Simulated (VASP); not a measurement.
# MnS (Fm-3m) in VASP: a series of runs

MnS is run at these levels: PBE; tasks: relaxation of cell and atoms.

All numbers are computed with VASP 6.6.1; they aren't measurements. Logs are shortened: lines on timing, memory, paths and dates and some standing lists are left out, and cuts for length are marked.

**1. The cell of the first run**

It takes space group Fm-3m (No. 225, cubic). The conventional cell has a = 5.209 Å, b = 5.209 Å, c = 5.209 Å, α = 90.00°, β = 90.00°, γ = 90.00°. Mn (site symmetry m-3m) has 6 S at 2.60 Å within 3.4 Å. S (site symmetry m-3m) has 6 Mn at 2.60 Å within 3.4 Å.

**2. Relaxation of cell and atoms, PBE, collinear spin, ferromagnetic start, target pressure 10 GPa, at which the enthalpy is minimised**

Contents of INCAR:

```
ALGO = Normal
EDIFF = 1E-6
EDIFFG = -0.005
ENCUT = 600
GGA = PE
IBRION = 2
ISIF = 3
ISMEAR = -1
ISPIN = 2
LASPH = T
LCHARG = F
LMAXMIX = 4
LORBIT = 11
LREAL = F
LWAVE = F
MAGMOM = 4 0
NELM = 150
NSW = 80
PREC = Accurate
PSTRESS = 100.0
SIGMA = 0.05
```

Contents of KPOINTS:

```
k-points
0
Gamma
  7 7 7
```

Contents of POSCAR:

```
MnS
1.0
    0.0000000000      2.6045000000      2.6045000000
    2.6045000000      0.0000000000      2.6045000000
    2.6045000000      2.6045000000      0.0000000000
Mn S
1 1
Direct
    0.0000000000      0.0000000000      0.0000000000
    0.5000000000      0.5000000000      0.5000000000
```

Potentials or basis: VASP PAW PBE potentials, release 64 (Mn_pv, S).

Launch:

```
$ cat potpaw_PBE.64/Mn_pv/POTCAR potpaw_PBE.64/S/POTCAR > POTCAR
$ mpirun -np 1 vasp_std > vasp.out
```

OUTCAR:

```text
EDIFF = 1E-6
   EDIFFG = -0.005
   ENCUT = 600
   GGA = PE
   IBRION = 2
   ISIF = 3
   ISMEAR = -1
   ISPIN = 2
   LASPH = T
   LORBIT = 11
   LREAL = F
   NELM = 150
   NSW = 80
   PREC = Accurate
   PSTRESS = 100.0

 ion  position               nearest neighbor table
   1  0.000  0.000  0.000-   2 2.60   2 2.60   2 2.60   2 2.60   2 2.60   2 2.60
   2  0.500  0.500  0.500-   1 2.60   1 2.60   1 2.60   1 2.60   1 2.60   1 2.60

  LATTYP: Found a face centered cubic cell.
 ALAT       =     5.2090000000

  Lattice vectors:

 A1 = (   0.0000000000,   2.6045000000,   2.6045000000)
 A2 = (   2.6045000000,   0.0000000000,   2.6045000000)
 A3 = (   2.6045000000,   2.6045000000,   0.0000000000)

Analysis of symmetry for initial positions (statically):
=====================================================================
 Subroutine PRICEL returns:
 Original cell was already a primitive cell.

 Routine SETGRP: Setting up the symmetry group for a
 face centered cubic supercell.

 Subroutine GETGRP returns: Found 48 space group operations
 (whereof 48 operations were pure point group operations)
 out of a pool of 48 trial point group operations.

The static configuration has the point symmetry O_h .

Analysis of symmetry for dynamics (positions and initial velocities):
=====================================================================
 Subroutine PRICEL returns:
 Original cell was already a primitive cell.

 Routine SETGRP: Setting up the symmetry group for a
 face centered cubic supercell.

 Subroutine GETGRP returns: Found 48 space group operations
 (whereof 48 operations were pure point group operations)
 out of a pool of 48 trial point group operations.

The dynamic configuration has the point symmetry O_h .

Analysis of structural, dynamic, and magnetic symmetry:
=====================================================================
 Subroutine PRICEL returns:
 Original cell was already a primitive cell.

 Routine SETGRP: Setting up the symmetry group for a
 face centered cubic supercell.

 Subroutine GETGRP returns: Found 48 space group operations
 (whereof 48 operations were pure point group operations)
 out of a pool of 48 trial point group operations.

The overall configuration has the point symmetry O_h .

 Subroutine INISYM returns: Found 48 space group operations
 (whereof 48 operations are pure point group operations),
 and found     1 'primitive' translations

----------------------------------------------------------------------------------------

                                     Primitive cell

[... 130 lines left out ...]
  ext. energy  EPLUGINS =         0.00000000
  ---------------------------------------------------
  free energy    TOTEN  =       -14.07735012 eV

  energy without entropy =      -14.07176170  energy(sigma->0) =      -14.07455591

------------------------ aborting loop because EDIFF is reached ----------------------------------------

  FORCE on cell =-STRESS in cart. coord.  units (eV):
  Direction    XX          YY          ZZ          XY          YZ          ZX
  --------------------------------------------------------------------------------------
  -------------------------------------------------------------------------------------
  Total       -0.7063062     -0.7063062     -0.7063062      0.0000000      0.0000000      0.0000000
  in kB      -32.0258371    -32.0258371    -32.0258371      0.0000000      0.0000000      0.0000000
  external PRESSURE =    -132.0258371 kB  Pullay stress =     100.0000000 kB
[... 97 lines left out ...]
  energy  without entropy=      -13.9609889138  energy(sigma->0) =      -13.96610108

  enthalpy is  TOTEN    =       -12.1631045401 eV   P V=        1.8081086994

[... ionic steps 4 to 14 ...]

--------------------------------------- Ionic step       15  -------------------------------------------

 number of electron      19.0000006 magnetization       4.0799655

------------------------ aborting loop because EDIFF is reached ----------------------------------------
[... 71 lines left out ...]
--------------------------------------- Ionic step       17  -------------------------------------------

 number of electron      19.0000005 magnetization       4.0757351

 Free energy of the ion-electron system (eV)
  ---------------------------------------------------
  ext. energy  EPLUGINS =         0.00000000
  ---------------------------------------------------
  free energy    TOTEN  =       -13.97519080 eV

  energy without entropy =      -13.96532698  energy(sigma->0) =      -13.97025889

 E-fermi :   8.9401     XC(G=0): -11.6586

 val. band max:        8.8723766595   @ k =   0.1429   0.1429   0.0000
 cond. band min:       8.9696711732   @ k =  -0.4286   0.2857   0.0000
 fundamental gap:      0.0972945137
 Fermi energy:         8.9401255419

 spin component 1

 k-point     1 :       0.0000    0.0000    0.0000
  band No.  band energies     occupation
      1     -41.4045      1.00000
      2     -41.4045      1.00000
      3     -41.4045      1.00000
      4      -7.0456      1.00000
      5       5.5366      1.00000
      6       5.5366      1.00000
      7       5.5366      1.00000
      8       5.6785      1.00000
      9       5.6785      1.00000
     10       6.8961      1.00000
     11       6.8961      1.00000
     12       6.8961      1.00000
     13      12.4263      0.00000
     14      18.0954      0.00000
[... 328 lines left out ...]
      1     -41.4192      1.00000
      2     -41.4182      1.00000
      3     -41.4118      1.00000
      4      -4.8789      1.00000
      5       2.3559      1.00000
      6       2.4869      1.00000
      7       3.4596      1.00000
      8       6.2631      1.00000
      9       6.4471      1.00000
     10       6.7531      1.00000
     11       7.1642      1.00000
     12       7.6362      1.00000
     13      13.6792      0.00000
     14      16.0238      0.00000
     15      17.2128      0.00000
 Fermi energy:         8.9401255419

 spin component 2

 k-point     1 :       0.0000    0.0000    0.0000
  band No.  band energies     occupation
      1     -37.4312      1.00000
      2     -37.4312      1.00000
      3     -37.4312      1.00000
      4      -6.7772      1.00000
      5       7.0814      1.00000
      6       7.0814      1.00000
      7       7.0814      1.00000
      8       8.6435      0.99736
      9       8.6435      0.99736
     10       8.6435      0.99736
     11       8.7658      0.97029
     12       8.7658      0.97029
     13      13.2352      0.00000
     14      19.1338      0.00000
[... 374 lines left out ...]
  energy  without entropy=      -13.9653269812  energy(sigma->0) =      -13.97025889

  enthalpy is  TOTEN    =       -12.1631363118 eV   P V=        1.8120544874

 reached required accuracy - stopping structural energy minimisation

 total charge

# of ion       s       p       d       tot
------------------------------------------
    1        0.255   6.231   5.051  11.537
    2        1.328   2.436   0.000   3.764
--------------------------------------------------
tot          1.583   8.667   5.051  15.301

 magnetization (x)

# of ion       s       p       d       tot
------------------------------------------
    1        0.057   0.046   3.663   3.765
    2        0.026   0.036   0.000   0.062
--------------------------------------------------
tot          0.083   0.082   3.663   3.827
```

Run time: 7.2 min. Hardware: 1 thread of Intel Xeon 8259CL, shared host; peak memory 0.2 GiB.

Results:

```yaml
Free_energy: -13.9752 eV
Relaxed_volume: 14.52 Å³/atom
Relaxed_cell: a = 3.450 Å, b = 3.450 Å, c = 3.450 Å, α = 60.00°, β = 60.00°, γ = 60.00°
Space_group_after_relaxing_to_0.1_Å: Fm-3m (No. 225)
Energy_change_on_relaxing_the_run_minimises_the_enthalpy: +51.1 meV/atom
Ionic_steps: 17
Pressure_after_relaxing: 10.0 GPa
Net_moment: 4.08 μB per cell
Site_moments: Mn +3.77; S +0.06 μB
Valence_electrons_inside_the_program's_atomic_spheres: Mn 11.54; S 3.76
```

The path:
```tsv
step	energy change (eV)	largest force (eV/Å)	pressure (GPa)	volume (Å³)
1	0.0000	0.0000	-3.20	35.33
2	0.1450	0.0000	11.78	28.40
3	0.1061	0.0000	10.19	28.97
4	0.0987	0.0000	9.80	29.09
5	0.0988	0.0000	9.83	29.09
6	0.0989	0.0000	9.78	29.08
7	0.0989	0.0000	9.81	29.08
8	0.0989	0.0000	9.80	29.08
9	0.0989	0.0000	9.80	29.08
10	0.0990	0.0000	9.80	29.08
11	0.0990	0.0000	9.81	29.08
12	0.0990	0.0000	9.83	29.08
13	0.0991	0.0000	9.87	29.08
14	0.0993	0.0000	9.80	29.08
15	0.0997	0.0000	9.79	29.07
16	0.1005	0.0000	9.90	29.06
17	0.1022	0.0000	10.01	29.03
```

Final structure:
```xyz
2
Lattice="0.0000 2.4394 2.4394 2.4394 0.0000 2.4394 2.4394 2.4394 0.0000" Properties=species:S:1:pos:R:3 pbc="T T T"
Mn    0.0000    0.0000    0.0000
S     2.4394    2.4394    2.4394
```

Caveat: the cell is relaxed towards a set pressure, so the run minimises the enthalpy, not the energy; the volume moved by over 15 % at a fixed basis, so the end points are rough; a cell with one magnetic atom can't hold antiferromagnetic order, which such compounds often take; semilocal functionals often make such compounds metallic where correlation or magnetic order opens a gap, which also shifts bond lengths. With open d or f shells a metallic result of PBE can be an artefact of self-interaction; +U or a hybrid may open a gap.

**3. Relaxation of cell and atoms, PBE, collinear spin, ferromagnetic start, target pressure 20 GPa, at which the enthalpy is minimised**

Contents of INCAR:

```
PREC     = Accurate       # precision mode
ENCUT    = 600            # plane-wave cutoff, eV
EDIFF    = 1E-7           # SCF threshold, eV
ISMEAR   = -1             # smearing method
SIGMA    = 0.05           # smearing width, eV
LREAL    = False          # projectors in reciprocal space
LASPH    = True           # aspherical terms in the spheres
NELM     = 150            # most SCF steps
ALGO     = Normal         # electronic algorithm
ISIF     = 3              # what is computed and relaxed
LWAVE    = False          # write WAVECAR
LCHARG   = False          # write CHGCAR
ISPIN    = 2              # spin polarisation
MAGMOM   = 4 0            # initial moments
LORBIT   = 11             # projections on sites
LMAXMIX  = 4              # l up to which the mixer works
GGA      = PE             # functional
IBRION   = 2              # ionic algorithm
NSW      = 80             # ionic steps
EDIFFG   = -0.005         # ionic threshold
PSTRESS  = 200.0
```

Contents of KPOINTS:

```
Automatic mesh
0
Gamma
  7 7 7
```

POSCAR is that of step 2.

Potentials or basis: VASP PAW PBE potentials, release 64 (Mn_pv, S).

Launch:

```
$ cat potpaw_PBE.64/Mn_pv/POTCAR potpaw_PBE.64/S/POTCAR > POTCAR
$ mpirun -np 1 vasp_std > vasp.out
```

OUTCAR:

```text
PREC = Accurate
   ENCUT = 600
   EDIFF = 1E-7
   ISMEAR = -1
   LREAL = False
   LASPH = True
   NELM = 150
   ISIF = 3
   ISPIN = 2
   LORBIT = 11
   GGA = PE
   IBRION = 2
   NSW = 80
   EDIFFG = -0.005
   PSTRESS = 200.0

 ion  position               nearest neighbor table
   1  0.000  0.000  0.000-   2 2.60   2 2.60   2 2.60   2 2.60   2 2.60   2 2.60
   2  0.500  0.500  0.500-   1 2.60   1 2.60   1 2.60   1 2.60   1 2.60   1 2.60

  LATTYP: Found a face centered cubic cell.
 ALAT       =     5.2090000000

  Lattice vectors:

 A1 = (   0.0000000000,   2.6045000000,   2.6045000000)
 A2 = (   2.6045000000,   0.0000000000,   2.6045000000)
 A3 = (   2.6045000000,   2.6045000000,   0.0000000000)

Analysis of symmetry for initial positions (statically):
=====================================================================
 Subroutine PRICEL returns:
 Original cell was already a primitive cell.

 Routine SETGRP: Setting up the symmetry group for a
 face centered cubic supercell.

 Subroutine GETGRP returns: Found 48 space group operations
 (whereof 48 operations were pure point group operations)
 out of a pool of 48 trial point group operations.

The static configuration has the point symmetry O_h .

Analysis of symmetry for dynamics (positions and initial velocities):
=====================================================================
 Subroutine PRICEL returns:
 Original cell was already a primitive cell.

 Routine SETGRP: Setting up the symmetry group for a
 face centered cubic supercell.

 Subroutine GETGRP returns: Found 48 space group operations
 (whereof 48 operations were pure point group operations)
 out of a pool of 48 trial point group operations.

The dynamic configuration has the point symmetry O_h .

Analysis of structural, dynamic, and magnetic symmetry:
=====================================================================
 Subroutine PRICEL returns:
 Original cell was already a primitive cell.

 Routine SETGRP: Setting up the symmetry group for a
 face centered cubic supercell.

[... 122 lines left out ...]
  Thomas-Fermi vector in A             =   2.460272
   LORBIT       =     11    0 simple, 1 ext, 2 COOP (PROOUT), +10 PAW based schemes
   GGA     = PE    functional components
   LHFCALC =     F    Hartree Fock is set to
   AEXX    =    0.0000 exact exchange contribution
   IVDW    =     0    specifies the selected vdW correction
   LEPSILON=     F    determine dielectric tensor
   LRPA    =     F    only Hartree local field effects (RPA)
 conjugate gradient relaxation of ions
 spin polarized calculation
  energy-cutoff  :      600.00
  volume of cell :       35.33
 maximum number of plane-waves:      1243
 NGX is ok and might be reduce to    30
   NGX = 15   NGY = 15   NGZ = 15

--------------------------------------- Ionic step        1  -------------------------------------------

 number of electron      19.0000008 magnetization       4.6928084

 Free energy of the ion-electron system (eV)
  ---------------------------------------------------
  ext. energy  EPLUGINS =         0.00000000
  ---------------------------------------------------
  free energy    TOTEN  =       -14.07735012 eV

  energy without entropy =      -14.07176101  energy(sigma->0) =      -14.07455556

 E-fermi :   6.6894     XC(G=0): -10.6434

 val. band max:        6.5328819160   @ k =  -0.2857   0.2857   0.0000
 cond. band min:       6.6932357875   @ k =  -0.4286   0.1429   0.0000
 fundamental gap:      0.1603538715
 Fermi energy:         6.6894342166

 spin component 1

 k-point     1 :       0.0000    0.0000    0.0000
  band No.  band energies     occupation
      1     -44.0509      1.00000
      2     -44.0509      1.00000
      3     -44.0509      1.00000
      4      -7.9426      1.00000
      5       3.2644      1.00000
      6       3.2644      1.00000
      7       3.2644      1.00000
      8       3.3618      1.00000
      9       3.3618      1.00000
     10       4.7631      1.00000
     11       4.7631      1.00000
[... 934 lines left out ...]
--------------------------------------- Ionic step        7  -------------------------------------------

 number of electron      19.0000005 magnetization      -3.3718600

 Free energy of the ion-electron system (eV)
  ---------------------------------------------------
  ext. energy  EPLUGINS =         0.00000000
  ---------------------------------------------------
  free energy    TOTEN  =       -13.70335579 eV

  energy without entropy =      -13.69077629  energy(sigma->0) =      -13.69706604

 E-fermi :  10.4483     XC(G=0): -12.2868

 val. band max:       10.4010816215   @ k =   0.4286   0.2857   0.0000
 cond. band min:      10.4595055199   @ k =  -0.2857   0.4286   0.1429
 fundamental gap:      0.0584238984
 Fermi energy:        10.4483375724

 spin component 1

 k-point     1 :       0.0000    0.0000    0.0000
  band No.  band energies     occupation
      1     -36.2259      1.00000
      2     -36.2259      1.00000
      3     -36.2259      1.00000
      4      -6.2096      1.00000
      5       8.5213      1.00000
      6       8.5213      1.00000
      7       8.5213      1.00000
      8       9.6318      1.00000
      9       9.6318      1.00000
     10       9.6318      1.00000
     11       9.7194      1.00000
[... 740 lines left out ...]
  energy  without entropy=      -13.6907762862  energy(sigma->0) =      -13.69706604

  enthalpy is  TOTEN    =       -10.4745792525 eV   P V=        3.2287765359

 reached required accuracy - stopping structural energy minimisation

 total charge

# of ion       s       p       d       tot
------------------------------------------
    1        0.285   6.275   5.178  11.738
    2        1.326   2.457   0.000   3.783
--------------------------------------------------
tot          1.611   8.732   5.178  15.521

 magnetization (x)

# of ion       s       p       d       tot
------------------------------------------
    1       -0.054  -0.041  -3.085  -3.180
    2       -0.020  -0.018   0.000  -0.037
--------------------------------------------------
tot         -0.074  -0.059  -3.085  -3.217
```

OSZICAR:

```text
N       E                     dE             d eps       ncg     rms          rms(c)
DAV:   1     0.149886160977E+03    0.14989E+03   -0.11411E+04  1208   0.145E+03
DAV:   2    -0.813916552673E+01   -0.15803E+03   -0.15169E+03  1319   0.355E+02
DAV:   3    -0.151132771290E+02   -0.69741E+01   -0.68955E+01  1438   0.812E+01
DAV:   4    -0.152099559987E+02   -0.96679E-01   -0.96658E-01  1431   0.985E+00
[... 87 lines left out ...]
DAV:   5    -0.137033553577E+02    0.27522E-05   -0.11353E-05  1277   0.401E-02    0.156E-02
DAV:   6    -0.137033554749E+02   -0.11722E-06   -0.52547E-07  1319   0.778E-03    0.908E-03
DAV:   7    -0.137033559248E+02   -0.44985E-06   -0.45245E-07  1375   0.689E-03    0.387E-03
DAV:   8    -0.137033558022E+02    0.12254E-06   -0.78934E-08   621   0.284E-03    0.644E-04
DAV:   9    -0.137033557884E+02    0.13851E-07   -0.11370E-08   600   0.106E-03
   7 F= -.10474579E+02 E0= -.10468290E+02  d E =-.315146E-03  mag=    -3.3719
```

It took 7 min on 1 thread of Intel Xeon 8259CL, shared host; peak memory 0.2 GiB.

Results:

```yaml
Free_energy: -13.7034 eV
Relaxed_volume: 12.93 Å³/atom
Relaxed_cell: a = 3.320 Å, b = 3.320 Å, c = 3.320 Å, α = 60.00°, β = 60.00°, γ = 60.00°
Space_group_after_relaxing_to_0.1_Å: Fm-3m (No. 225)
Energy_change_on_relaxing_the_run_minimises_the_enthalpy: +187.0 meV/atom
Ionic_steps: 7
Pressure_after_relaxing: 20.0 GPa
Net_moment: -3.37 μB per cell
Site_moments: Mn -3.18; S -0.04 μB
Valence_electrons_inside_the_program's_atomic_spheres: Mn 11.74; S 3.78
```

The path:
| step | energy change (eV) | largest force (eV/Å) | pressure (GPa) | volume (Å³) |
| --- | --- | --- | --- | --- |
| 1 | 0.0000 | 0.0000 | -3.19 | 35.33 |
| 2 | 0.7135 | 0.0000 | 34.87 | 23.80 |
| 3 | 0.3374 | 0.0000 | 18.19 | 26.17 |
| 4 | 0.3716 | 0.0000 | 19.90 | 25.88 |
| 5 | 0.3930 | 0.0000 | 20.65 | 25.72 |
| 6 | 0.3694 | 0.0000 | 19.82 | 25.90 |
| 7 | 0.3740 | 0.0000 | 20.00 | 25.87 |

Final structure:
```cif
data_structure
_symmetry_space_group_name_H-M 'P 1'
_symmetry_Int_Tables_number 1
_cell_length_a 3.3195
_cell_length_b 3.3195
_cell_length_c 3.3195
_cell_angle_alpha 60.000
_cell_angle_beta 60.000
_cell_angle_gamma 60.000
_cell_volume 25.87
loop_
_atom_site_label
_atom_site_type_symbol
_atom_site_fract_x
_atom_site_fract_y
_atom_site_fract_z
_atom_site_occupancy
Mn1 Mn 0.00000 0.00000 0.00000 1
S1 S 0.50000 0.50000 0.50000 1
```

Caveat: the cell is relaxed towards a set pressure, so the run minimises the enthalpy, not the energy; the volume moved by over 15 % at a fixed basis, so the end points are rough; a cell with one magnetic atom can't hold antiferromagnetic order, which such compounds often take; semilocal functionals often make such compounds metallic where correlation or magnetic order opens a gap, which also shifts bond lengths. With open d or f shells a metallic result of PBE can be an artefact of self-interaction; +U or a hybrid may open a gap.
